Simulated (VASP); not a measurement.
Here is a VASP 6.6.1 calculation.

INCAR

```
  ALGO = Normal
  EDIFF = 1E-6
  ENCUT = 500
  GGA = PE
  GGA_COMPAT = False
  ISIF = 2
  ISMEAR = -1
  ISPIN = 2
  LASPH = True
  LCHARG = False
  LMAXMIX = 4
  LORBIT = 11
  LREAL = False
  LWAVE = False
  MAGMOM = 1.8 -1.8
  NBANDS = 24
  NELM = 200
  PREC = Accurate
  SIGMA = 0.05
```

Contents of KPOINTS:

```
k-points
0
Gamma
  20 20 15
```

POSCAR

```
Mn
1.0
    2.5720972525      0.0000000000      0.0000000000
    0.0000000000      2.5720972525      0.0000000000
    0.0000000000      0.0000000000      3.4580629303
Mn
2
Direct
    1.0000000000      0.0000000000      0.0000000000
    0.5000000000      0.5000000000      0.5000000000
```

Potentials or basis: VASP PAW PBE potentials, release 64 (Mn_pv).

Command:

```console
$ cat potpaw_PBE.64/Mn_pv/POTCAR > POTCAR
$ mpirun -np 1 vasp_std > vasp.out
```

What does it give for the pressure?

0.2 GPa.

Estimate the site moments.

Mn +1.87, -1.87 μB.

Estimate the net moment.

0.00 μB per cell.

What does it give for the band gap on the k mesh?

Zero (filled and empty bands overlap).

Stress tensor (GPa, compression positive):
```
 0.34  0.00  0.00
 0.00  0.34  0.00
 0.00  0.00 -0.07
```

Caveat: the antiferromagnetic order is the one typed at the start, and another may lie lower.
